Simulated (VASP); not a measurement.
Set up this calculation in VASP 6.6.1, as the native input.

```yaml
Task: single point
Functional: PBE
Potentials_or_basis: VASP PAW PBE potentials, release 64 (Sn_d, Ge_d, Te)
Cutoff: 520 eV
k_mesh: 6 × 6 × 1
Occupations: gaussian, width 0.1 eV
Spin: no spin polarisation
Dipole_correction: no
Further_INCAR_settings: ALGO = Normal; EDIFF = 1e-06; NBANDS = 72
```

The structure of SnGe5Te6 lies in POSCAR:

```
SnGe5Te6
1.0
    4.2925412000      0.0000000000      0.0000000000
   -2.1462706000      3.7174497000      0.0000000000
    0.0000000000      0.0000000000     21.1020434000
Sn Ge Te
1 5 6
Direct
    0.0000000000      0.0000000000      0.5000000000
    0.3333333000      0.6666667000      0.8370860000
    0.6666667000      0.3333333000      0.6743670000
    0.3333333000      0.6666667000      0.3256330000
    0.6666667000      0.3333333000      0.1629140000
    0.0000000000      0.0000000000      0.0000000000
    0.0000000000      0.0000000000      0.7556340000
    0.3333333000      0.6666667000      0.5935230000
    0.6666667000      0.3333333000      0.4064770000
    0.0000000000      0.0000000000      0.2443660000
    0.3333333000      0.6666667000      0.0815060000
    0.6666667000      0.3333333000      0.9184940000
```

The input as run:

INCAR

```
  PREC = Accurate
  ENCUT = 520
  EDIFF = 1E-6
  ISMEAR = 0
  SIGMA = 0.1
  LREAL = False
  LASPH = True
  NELM = 60
  ALGO = Normal
  ISIF = 2
  LWAVE = False
  LCHARG = False
  GGA = PE
  NBANDS = 72
```

KPOINTS

```
Automatic mesh
0
Gamma
  6 6 1
```

Potentials or basis: VASP PAW PBE potentials, release 64 (Sn_d, Ge_d, Te).

The run is started by

```console
$ cat potpaw_PBE.64/Sn_d/POTCAR potpaw_PBE.64/Ge_d/POTCAR potpaw_PBE.64/Te/POTCAR > POTCAR
$ mpirun -np 1 vasp_std > vasp.out
```

It gave:

```json
{
 "Pressure": "0.2 GPa",
 "Largest force": "0.024 eV/Å",
 "Band gap on the k mesh": "0.24 eV"
}
```

Caveat: spin-orbit coupling is left out, which moves the levels of the heavy elements; an odd mesh through Γ misses points on the zone boundary, where band edges can lie.

Run time: 6.1 min on 1 thread of Intel Xeon 8259CL (shared host), peak memory 0.48 GiB.
